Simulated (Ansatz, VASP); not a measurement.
Zr in VASP and in Ansatz

Contents of INCAR:

```
ALGO = Normal
EDIFF = 1E-6
ENCUT = 520
GGA = CA
ISIF = 2
ISMEAR = -1
LASPH = T
LCHARG = F
LREAL = F
LWAVE = F
NBANDS = 12
NELM = 80
PREC = Accurate
SIGMA = 0.03
```

The input KPOINTS:

```
k-points
0
Gamma
  16 16 16
```

File POSCAR:

```
Zr
1.0
   -1.8160133332      1.8160133332      1.8160133332
    1.8160133332     -1.8160133332      1.8160133332
    1.8160133332      1.8160133332     -1.8160133332
Zr
1
Direct
    0.0000000000      0.0000000000      0.0000000000
```

Input for Ansatz:

```yaml
crystal:
  lattice:
    - [-1.8160133332, 1.8160133332, 1.8160133332]
    - [1.8160133332, -1.8160133332, 1.8160133332]
    - [1.8160133332, 1.8160133332, -1.8160133332]
  atoms:
    - { symbol: Zr, position: [0.0, 0.0, 0.0] }
kpoints:
  mp_grid: { grid: [16, 16, 16] }
  band_path:
    path:
      - [0.0, 0.0, 0.0]
      - [0.5, -0.5, 0.5]
      - [0.0, 0.0, 0.5]
      - [0.0, 0.0, 0.0]
      - [0.25, 0.25, 0.25]
      - [0.5, -0.5, 0.5]
      - [0.25, 0.25, 0.25]
      - [0.0, 0.0, 0.5]
    npoints: 5
scf:
  occupations: { method: fermi_dirac, width: 0.03 }
hamiltonian:
  xc: lda
  pseudopotentials: { kind: all_electron, lapw: { basis_error: 0.0005 } }
output:
  forces: true
  stress: true
  eigenvalues: true
```

Change from the starting cell: volume scaled by 1.01.

Alike in both runs: task single point; functional LDA; k mesh 16 × 16 × 16; occupations fermi-dirac, width 0.03 eV; no spin polarisation.

|  | VASP | Ansatz |
| --- | --- | --- |
| version | VASP 6.6.1 | Ansatz 0.2.0 |
| potentials or method | VASP PAW LDA potentials, release 64 (Zr_sv), cutoff 520 eV | all-electron LAPW, scalar-relativistic |

```csv
,VASP,Ansatz,Ansatz less VASP
pressure (GPa),-10.1,-10.2,-0.05
```

LDA's correlation is that of Perdew and Zunger in VASP and of Perdew and Wang (1992) in Ansatz. Ansatz ran all-electron here, and VASP with PAW potentials.
